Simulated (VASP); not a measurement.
Wanted: the native input for a VASP 6.6.1 run.

```
Task                   : single point
Functional             : PBE
Potentials or basis    : VASP PAW PBE potentials, release 64 (Na_pv, Rb_sv, F)
Cutoff                 : 520 eV
k mesh                 : 8 × 8 × 8
Occupations            : fermi-dirac, width 0.02 eV
Spin                   : no spin polarisation
Dipole correction      : no
Further INCAR settings : ALGO = Normal; EDIFF = 1e-06; NBANDS = 23
```

The structure of RbNaF2 lies in POSCAR:

```
RbNaF2
1.0
    1.8595504727      1.0736119660      5.8724170813
   -1.8595504727      1.0736119660      5.8724170813
    0.0000000000     -2.1472239320      5.8724170813
Na Rb F
1 1 2
Direct
    1.0000000000      0.0000000000      0.0000000000
    0.5000000000      0.5000000000      0.5000000000
    0.2652974055      0.2652974055      0.2652974055
    0.7347025945      0.7347025945      0.7347025945
```

This cell differs from its parent crystal: epitaxial xy strain +4.1%.

These files were run (other wordings do the same):

INCAR

```
ALGO = Normal
EDIFF = 1E-6
ENCUT = 520
GGA = PE
ISIF = 2
ISMEAR = -1
LASPH = True
LCHARG = True
LELF = True
LREAL = False
LVHAR = True
LWAVE = False
NBANDS = 23
NELM = 100
PREC = Accurate
SIGMA = 0.02
```

KPOINTS

```
k-points
0
Gamma
  8 8 8
```

Potentials or basis: VASP PAW PBE potentials, release 64 (Na_pv, Rb_sv, F).

Run with:

```bash
$ cat potpaw_PBE.64/Na_pv/POTCAR potpaw_PBE.64/Rb_sv/POTCAR potpaw_PBE.64/F/POTCAR > POTCAR
$ mpirun -np 1 vasp_std > vasp.out
```

It gave:

| Quantity | Value |
| --- | --- |
| Pressure | 0.6 GPa |
| Largest force | 0.033 eV/Å |
| Band gap on the k mesh | 5.59 eV |

Caveat: the cell differs from its parent crystal (epitaxial xy strain +4.1%).

Wall time 2.8 min on 1 thread of AMD EPYC 9R45 (Zen 5), on a shared host, peak memory 0.34 GiB.
